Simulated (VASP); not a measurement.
# LiF (P6_3mc) in VASP: a series of runs

Runs on LiF. Level: LDA. Tasks: single point.

Program: VASP 6.6.1. These are calculated values, not measurements. Logs are shortened: lines on timing, memory, paths and dates and some standing lists are left out, and cuts for length are marked.

### Step 1. The cell of the first run

It takes space group P6_3mc (No. 186, hexagonal). The conventional cell has a = 2.968 Å, b = 2.968 Å, c = 4.856 Å, α = 90.00°, β = 90.00°, γ = 120.00°. Within 2.3 Å of Li (site symmetry 3m) lie 4 F at 1.77 to 2.00 Å. F (site symmetry 3m) has 4 Li at 1.77 to 2.00 Å within 2.3 Å.

### Step 2. Single point, LDA

INCAR

```
  PREC = Accurate
  ENCUT = 520
  EDIFF = 1E-6
  ISMEAR = 0
  SIGMA = 0.05
  LREAL = False
  LASPH = True
  NELM = 100
  ALGO = Normal
  ISIF = 2
  LWAVE = False
  LCHARG = True
  LELF = True
  LVHAR = True
  NBANDS = 18
```

KPOINTS

```
regular mesh
0
Gamma
  9 9 6
```

POSCAR

```
LiF
1.0
    2.9680706168      0.0000000000      0.0000000000
   -1.4840353084      2.5704245544      0.0000000000
    0.0000000000      0.0000000000      4.8557635292
Li F
2 2
Direct
    0.3333333333      0.6666666667      0.4026947866
    0.6666666667      0.3333333333      0.9026947866
    0.3333333333      0.6666666667      0.9910195924
    0.6666666667      0.3333333333      0.4910195924
```

Potentials or basis: VASP PAW LDA potentials, release 64 (Li_sv, F).

Run with:

```
> cat potpaw_LDA.64/Li_sv/POTCAR potpaw_LDA.64/F/POTCAR > POTCAR
> mpirun -np 1 vasp_std > vasp.out
```

OUTCAR:

```text
PREC = Accurate
   ENCUT = 520
   EDIFF = 1E-6
   ISMEAR = 0
   LREAL = False
   LASPH = True
   NELM = 100
   ISIF = 2

 ion  position               nearest neighbor table
   1  0.333  0.667  0.403-   4 1.77   4 1.77   4 1.77   3 2.00
   2  0.667  0.333  0.903-   3 1.77   3 1.77   3 1.77   4 2.00
   3  0.333  0.667  0.991-   2 1.77   2 1.77   2 1.77   1 2.00
   4  0.667  0.333  0.491-   1 1.77   1 1.77   1 1.77   2 2.00

  LATTYP: Found a hexagonal cell.
 ALAT       =     2.9680706168
 C/A-ratio  =     1.6360000000

  Lattice vectors:

 A1 = (   2.9680706168,   0.0000000000,   0.0000000000)
 A2 = (  -1.4840353084,   2.5704245544,   0.0000000000)
 A3 = (   0.0000000000,   0.0000000000,   4.8557635292)

Analysis of symmetry for initial positions (statically):
=====================================================================
 Subroutine PRICEL returns:
 Original cell was already a primitive cell.

 Routine SETGRP: Setting up the symmetry group for a
 hexagonal supercell.

 Subroutine GETGRP returns: Found 12 space group operations
 (whereof  6 operations were pure point group operations)
 out of a pool of 24 trial point group operations.

The static configuration has the point symmetry C_3v.
 The point group associated with its full space group is C_6v.

Analysis of symmetry for dynamics (positions and initial velocities):
=====================================================================
 Subroutine PRICEL returns:
 Original cell was already a primitive cell.

 Routine SETGRP: Setting up the symmetry group for a
 hexagonal supercell.

 Subroutine GETGRP returns: Found 12 space group operations
 (whereof  6 operations were pure point group operations)
 out of a pool of 24 trial point group operations.

The dynamic configuration has the point symmetry C_3v.
 The point group associated with its full space group is C_6v.

 Subroutine INISYM returns: Found 12 space group operations
 (whereof  6 operations are pure point group operations),
 and found     1 'primitive' translations

----------------------------------------------------------------------------------------

                                     Primitive cell

  volume of cell :      37.0456

  direct lattice vectors                    reciprocal lattice vectors
     2.968070617  0.000000000  0.000000000     0.336919207  0.194520395  0.000000000
    -1.484035308  2.570424554  0.000000000     0.000000000  0.389040790  0.000000000
     0.000000000  0.000000000  4.855763529     0.000000000  0.000000000  0.205940836

  length of vectors
     2.968070617  2.968070617  4.855763529     0.389040790  0.389040790  0.205940836

  position of ions in fractional coordinates (direct lattice)
     0.333333333  0.666666667  0.402694787
     0.666666667  0.333333333  0.902694787
     0.333333333  0.666666667  0.991019592
     0.666666667  0.333333333  0.491019592

  ion indices of the primitive-cell ions
   primitive index   ion index
                 1           1
                 2           2
                 3           3
                 4           4

----------------------------------------------------------------------------------------

 KPOINTS: regular mesh

Automatic generation of k-mesh.
 Grid dimensions read from file:
 generate k-points for:    9    9    6

 Generating k-lattice:

  Cartesian coordinates                     Fractional coordinates (reciprocal lattice)
     0.037435467  0.021613377  0.000000000     0.111111111  0.000000000  0.000000000
     0.000000000  0.043226754  0.000000000     0.000000000  0.111111111  0.000000000
     0.000000000  0.000000000  0.034323473     0.000000000  0.000000000  0.166666667

  Length of vectors
     0.043226754  0.043226754  0.034323473

  Shift w.r.t. Gamma in fractional coordinates (k-lattice)
     0.000000000  0.000000000  0.000000000

 Subroutine IBZKPT returns following result:
 ===========================================

 Found     48 irreducible k-points:

 Following reciprocal coordinates:
            Coordinates               Weight
  0.000000  0.000000  0.000000      1.000000
  0.111111 -0.000000  0.000000      6.000000
  0.222222 -0.000000  0.000000      6.000000
  0.333333 -0.000000  0.000000      6.000000
  0.444444 -0.000000  0.000000      6.000000
  0.111111  0.111111  0.000000      6.000000
[... 16 lines left out ...]
  0.333333  0.222222  0.166667     24.000000
  0.333333  0.333333  0.166667      4.000000
 [... further k-points ...]
   k-points           NKPTS =     48   k-points in BZ     NKDIM =     48   number of bands    NBANDS=     18
   number of dos      NEDOS =    301   number of ions     NIONS =      4
   total plane-waves  NPLWV =  20736
   dimension x,y,z NGX =    24 NGY =   24 NGZ =   36
   dimension x,y,z NGXF=    48 NGYF=   48 NGZF=   72
   ions per type =               2   2
   NGX,Y,Z   is equivalent  to a cutoff of  13.44, 13.44, 12.33 a.u.
   NGXF,Y,Z  is equivalent  to a cutoff of  26.89, 26.89, 24.65 a.u.
 SYSTEM =  unknown system
   PREC   = accura    normal or accurate (medium, high low for compatibility)
   ISTART =      0    job   : 0-new  1-cont  2-samecut
   ICHARG =      2    charge: 1-file 2-atom 10-const
   ISPIN  =      1    spin polarized calculation?
   LNONCOLLINEAR =      F non collinear calculations
   LSORBIT =      F    spin-orbit coupling
   LASPH  =      T    aspherical Exc in radial PAW
   ENCUT  =  520.0 eV  38.22 Ry    6.18 a.u.   5.52  5.52  9.03*2*pi/ulx,y,z
   NELM   =    100;   NELMIN=  2; NELMDL= -5     # of ELM steps
   EDIFF  = 0.1E-05   stopping-criterion for ELM
   LREAL  =      F    real-space projection
   EDIFFG = 0.1E-04   stopping-criterion for IOM
   NSW    =      0    number of steps for IOM
   IBRION =     -1    ionic relax: 0-MD 1-quasi-New 2-CG
   NFREE  =      0    steps in history (QN), initial steepest desc. (CG)
   ISIF   =      2    stress and relaxation
   ISYM   =      2    0-nonsym 1-usesym 2-fastsym
   POTIM  = 0.5000    time-step for ionic-motion
   TEBEG  =    0.0;   TEEND  =   0.0 temperature during run
   PSTRESS=    0.0 pullay stress
   NELECT =      20.0000    total number of electrons
   NUPDOWN=      -1.0000    fix difference up-down
   EMIN   =  10.00;   EMAX   =-10.00  energy-range for DOS
   EFERMI =   0.00;   METHOD = LEGACY
   ISMEAR =     0;   SIGMA  =   0.05  broadening in eV -4-tet -1-fermi 0-gaus
   EFERMI_NEDOS =   21; number of points for ismear=-14 and -15
   IALGO  =     38    algorithm
   IMIX   =      4    mixing-type and parameters
     AMIX     =   0.40;   BMIX     =  1.00
     AMIX_MAG =   1.60;   BMIX_MAG =  1.00
  volume/ion in A,a.u.               =       9.26        62.50
  Fermi-wavevector in a.u.,A,eV,Ry     =   1.333028  2.519058 24.177060  1.776964
  Thomas-Fermi vector in A             =   2.461918
   LORBIT       =      0    0 simple, 1 ext, 2 COOP (PROOUT), +10 PAW based schemes
   GGA     = CA    functional components
   LHFCALC =     F    Hartree Fock is set to
   AEXX    =    0.0000 exact exchange contribution
   IVDW    =     0    specifies the selected vdW correction
   LEPSILON=     F    determine dielectric tensor
   LRPA    =     F    only Hartree local field effects (RPA)
 non-spin polarized calculation
 Gauss-broadening in eV      SIGMA  =   0.05
  energy-cutoff  :      520.00
  volume of cell :       37.05
 maximum number of plane-waves:      1038
 NGX is ok and might be reduce to    24

 number of electron      20.0000020 magnetization

 Free energy of the ion-electron system (eV)
  ---------------------------------------------------
  ext. energy  EPLUGINS =         0.00000000
  ---------------------------------------------------
  free energy    TOTEN  =       -20.72010060 eV

  energy without entropy =      -20.72010060  energy(sigma->0) =      -20.72010060

 E-fermi :  -2.1547     XC(G=0):  -9.8612

 val. band max:       -2.3805654540   @ k =   0.0000   0.0000   0.0000
 cond. band min:       5.4028250364   @ k =   0.0000   0.0000   0.0000
 fundamental gap:      7.7833904904
 Fermi energy:        -2.1547043082

 k-point     1 :       0.0000    0.0000    0.0000
  band No.  band energies     occupation
      1     -41.5571      2.00000
      2     -41.5053      2.00000
      3     -21.5646      2.00000
      4     -21.2664      2.00000
      5      -4.9791      2.00000
      6      -2.9560      2.00000
[... 10 lines left out ...]
     17      17.5804      0.00000
     18      17.5804      0.00000

 k-point     2 :       0.1111   -0.0000    0.0000
  band No.  band energies     occupation
      1     -41.5502      2.00000
      2     -41.5013      2.00000
      3     -21.5506      2.00000
      4     -21.2685      2.00000
      5      -4.8928      2.00000
      6      -3.1043      2.00000
[... 10 lines left out ...]
     17      17.8395      0.00000
     18      17.8971      0.00000

 k-point     3 :       0.2222   -0.0000    0.0000
  band No.  band energies     occupation
      1     -41.5323      2.00000
      2     -41.4915      2.00000
      3     -21.5112      2.00000
      4     -21.2750      2.00000
      5      -4.6654      2.00000
      6      -3.5290      2.00000
[... 10 lines left out ...]
     17      17.9956      0.00000
     18      18.1593      0.00000

 k-point     4 :       0.3333   -0.0000    0.0000
  band No.  band energies     occupation
      1     -41.5108      2.00000
      2     -41.4814      2.00000
      3     -21.4574      2.00000
      4     -21.2899      2.00000
      5      -4.4894      2.00000
      6      -3.8795      2.00000
[... 10 lines left out ...]
     17      17.9269      0.00000
     18      18.0893      0.00000

 k-point     5 :       0.4444   -0.0000    0.0000
  band No.  band energies     occupation
      1     -41.4951      2.00000
      2     -41.4765      2.00000
      3     -21.4088      2.00000
      4     -21.3117      2.00000
      5      -4.6281      2.00000
      6      -3.8516      2.00000
[... 10 lines left out ...]
     17      17.6073      0.00000
     18      18.4357      0.00000

 k-point     6 :       0.1111    0.1111    0.0000
  band No.  band energies     occupation
      1     -41.5378      2.00000
      2     -41.4944      2.00000
      3     -21.5237      2.00000
      4     -21.2726      2.00000
      5      -4.7318      2.00000
      6      -3.4118      2.00000
[... 10 lines left out ...]
     17      18.2035      0.00000
     18      18.4533      0.00000

 k-point     7 :       0.2222    0.1111    0.0000
  band No.  band energies     occupation
      1     -41.5181      2.00000
      2     -41.4845      2.00000
      3     -21.4767      2.00000
      4     -21.2830      2.00000
      5      -4.4763      2.00000
      6      -3.9358      2.00000
[... 10 lines left out ...]
     17      17.9087      0.00000
     18      18.6326      0.00000

 k-point     8 :       0.3333    0.1111    0.0000
  band No.  band energies     occupation
      1     -41.4991      2.00000
      2     -41.4773      2.00000
      3     -21.4235      2.00000
      4     -21.3024      2.00000
      5      -4.5447      2.00000
      6      -4.0038      2.00000
[... 10 lines left out ...]
     17      17.1772      0.00000
     18      18.8243      0.00000
[... 229 lines left out ...]
     17      17.8519      0.00000
     18      18.4542      0.00000

 k-point    20 :       0.3333    0.1111    0.1667
  band No.  band energies     occupation
      1     -41.4976      2.00000
      2     -41.4788      2.00000
      3     -21.4164      2.00000
      4     -21.3117      2.00000
      5      -4.5228      2.00000
      6      -4.0223      2.00000
[... 10 lines left out ...]
     17      17.3212      0.00000
     18      18.6530      0.00000

 k-point    21 :       0.4444    0.1111    0.1667
  band No.  band energies     occupation
      1     -41.4894      2.00000
      2     -41.4767      2.00000
      3     -21.3888      2.00000
      4     -21.3250      2.00000
      5      -4.6663      2.00000
      6      -3.9665      2.00000
[... 10 lines left out ...]
     17      16.9192      0.00000
     18      18.7477      0.00000

 k-point    22 :       0.2222    0.2222    0.1667
  band No.  band energies     occupation
      1     -41.4991      2.00000
      2     -41.4793      2.00000
      3     -21.4213      2.00000
      4     -21.3083      2.00000
      5      -4.4092      2.00000
      6      -4.1920      2.00000
[... 10 lines left out ...]
     17      17.2911      0.00000
     18      19.1855      0.00000

 k-point    23 :       0.3333    0.2222    0.1667
  band No.  band energies     occupation
      1     -41.4862      2.00000
      2     -41.4763      2.00000
      3     -21.3805      2.00000
      4     -21.3264      2.00000
      5      -4.7032      2.00000
      6      -3.9929      2.00000
[... 10 lines left out ...]
     17      16.5489      0.00000
     18      19.2037      0.00000

 k-point    24 :       0.3333    0.3333    0.1667
  band No.  band energies     occupation
      1     -41.4785      2.00000
      2     -41.4785      2.00000
      3     -21.3491      2.00000
      4     -21.3491      2.00000
      5      -4.8030      2.00000
      6      -3.9047      2.00000
[... 10 lines left out ...]
     17      16.1119      0.00000
     18      19.4844      0.00000

 [... further k-points ...]

------------------------ aborting loop because EDIFF is reached ----------------------------------------

  FORCE on cell =-STRESS in cart. coord.  units (eV):
  Direction    XX          YY          ZZ          XY          YZ          ZX
  --------------------------------------------------------------------------------------
  -------------------------------------------------------------------------------------
  Total        1.0432772      1.0432772     -1.2011438      0.0000000     -0.0000000      0.0000000
  in kB       45.1204749     45.1204749    -51.9480159      0.0000000     -0.0000000      0.0000000
  external PRESSURE =      12.7643113 kB  Pullay stress =       0.0000000 kB

 VOLUME and BASIS-vectors are now :
 -----------------------------------------------------------------------------
  energy-cutoff  :      520.00
  volume of cell :       37.05
      direct lattice vectors                 reciprocal lattice vectors
     2.968070617  0.000000000  0.000000000     0.336919207  0.194520395  0.000000000
    -1.484035308  2.570424554  0.000000000     0.000000000  0.389040790  0.000000000
     0.000000000  0.000000000  4.855763529     0.000000000  0.000000000  0.205940836

 POSITION                                       TOTAL-FORCE (eV/Angst)
 -----------------------------------------------------------------------------------
     -0.00000      1.71362      1.95539        -0.000000      0.000000     -0.391615
      1.48404      0.85681      4.38327         0.000000     -0.000000     -0.391615
     -0.00000      1.71362      4.81216         0.000000     -0.000000      0.391615
      1.48404      0.85681      2.38428        -0.000000      0.000000      0.391615
 -----------------------------------------------------------------------------------
    total drift:                                0.000001      0.000001      0.001334

  FREE ENERGIE OF THE ION-ELECTRON SYSTEM (eV)
  ---------------------------------------------------
  free  energy   TOTEN  =       -20.7201006008 eV

  energy  without entropy=      -20.7201006008  energy(sigma->0) =      -20.72010060
```

Run time: 26 s. Hardware: 1 thread of AMD EPYC 7R13 (Zen 3), shared host; peak memory 0.11 GiB.

Results:

| Quantity | Value |
| --- | --- |
| Free energy | -20.7201 eV |
| Largest force | 0.392 eV/Å |
| Band gap on the k mesh | 7.78 eV |

Forces in eV/Å, atoms in the order of the input:
```
Li   0.000  0.000 -0.392
Li   0.000  0.000 -0.392
F    0.000  0.000  0.392
F    0.000  0.000  0.392
```

Caveat: the cutoff is under 1.25 times the usual one of these potentials, so pressure, stress and relaxed cells hold a basis-set (Pulay) error; an odd mesh through Γ misses points on the zone boundary, where band edges can lie.

### Step 3. Single point, LDA

This run uses another cell than the first one, of the same volume but with other edges.

INCAR

```
PREC     = Accurate       # precision mode
ENCUT    = 520            # plane-wave cutoff, eV
EDIFF    = 1E-6           # SCF threshold, eV
ISMEAR   = 0              # smearing method
SIGMA    = 0.05           # smearing width, eV
LREAL    = F              # projectors in reciprocal space
LASPH    = T              # aspherical terms in the spheres
NELM     = 100            # most SCF steps
ALGO     = Normal         # electronic algorithm
ISIF     = 2              # what is computed and relaxed
LWAVE    = F              # write WAVECAR
LCHARG   = T              # write CHGCAR
GGA      = CA             # functional
LELF     = T              # ELF
LVHAR    = T            
NBANDS   = 18             # bands
```

KPOINTS is that of step 2.

POSCAR

```
LiF
1.0
    3.0976209951      0.0000000000      0.0000000000
   -1.5488104975      2.6826184730      0.0000000000
    0.0000000000      0.0000000000      4.4580961361
Li F
2 2
Direct
    0.3333333333      0.6666666667      0.3652620286
    0.6666666667      0.3333333333      0.8652620286
    0.3333333333      0.6666666667      0.9910195924
    0.6666666667      0.3333333333      0.4910195924
```

Potentials or basis: VASP PAW LDA potentials, release 64 (Li_sv, F).

Run with:

```
> cat potpaw_LDA.64/Li_sv/POTCAR potpaw_LDA.64/F/POTCAR > POTCAR
> mpirun -np 1 vasp_std > vasp.out
```

Wall time 23 s (1 thread of AMD EPYC 7R13 (Zen 3), shared host); peak memory 0.11 GiB.

The run converged. Its results:

```yaml
Free_energy: -20.6646 eV
Largest_force: 0.976 eV/Å
Band_gap_on_the_k_mesh: 7.83 eV
```

Forces in eV/Å, atoms in the order of the input:
```
Li   0.000  0.000  0.976
Li   0.000  0.000  0.976
F    0.000  0.000 -0.976
F    0.000  0.000 -0.976
```

Levels at points of the mesh, in eV from the valence-band top:
| k point | band 8 | band 9 | band 10 | band 11 | band 12 | band 13 |
| --- | --- | --- | --- | --- | --- | --- |
| (0.00, 0.00, 0.00) | -0.15 | -0.15 | 0.00 | 7.83 | 12.63 | 16.08 |
| (0.00, 0.00, 0.50) | -0.41 | -0.41 | -0.41 | 9.61 | 9.61 | 18.26 |

Caveat: the cutoff is under 1.25 times the usual one of these potentials, so pressure, stress and relaxed cells hold a basis-set (Pulay) error; an odd mesh through Γ misses points on the zone boundary, where band edges can lie.

(Part 1 of 2 ends here.)
